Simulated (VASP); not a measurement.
A run of VASP 6.6.1:

Contents of INCAR:

```
SYSTEM = Br
PREC = Accurate
ENCUT = 520
EDIFF = 1E-6
ISMEAR = -1
SIGMA = 0.05
LREAL = .False.
LASPH = .True.
NELM = 80
ALGO = Normal
ISIF = 2
LWAVE = .False.
LCHARG = .True.
GGA = PS
LELF = .True.
LVHAR = .True.
NBANDS = 10
```

File KPOINTS:

```
regular mesh
0
Gamma
  16 16 16
  0 0 0
```

Contents of POSCAR:

```
Br
1.0
   -1.5188578440      1.5188578440      1.5188578440
    1.5188578440     -1.5188578440      1.5188578440
    1.5188578440      1.5188578440     -1.5188578440
Br
1
Direct
    0.0000000000      0.0000000000      0.0000000000
```

Potentials or basis: VASP PAW PBE potentials, release 64 (Br).

Run with:

```sh
$ cat potpaw_PBE.64/Br/POTCAR > POTCAR
$ mpirun -np 1 vasp_std > vasp.out
```

Hardware: 1 thread of Intel(R) Xeon(R) 6975P-C (Granite Rapids) (shared host).

Task: How long does it take, and how much memory?

Result: It took 5.9 s on 1 thread of Intel(R) Xeon(R) 6975P-C (Granite Rapids), on a shared host, peak memory 0.13 GiB. Counts: scf iterations 10, k points 145.
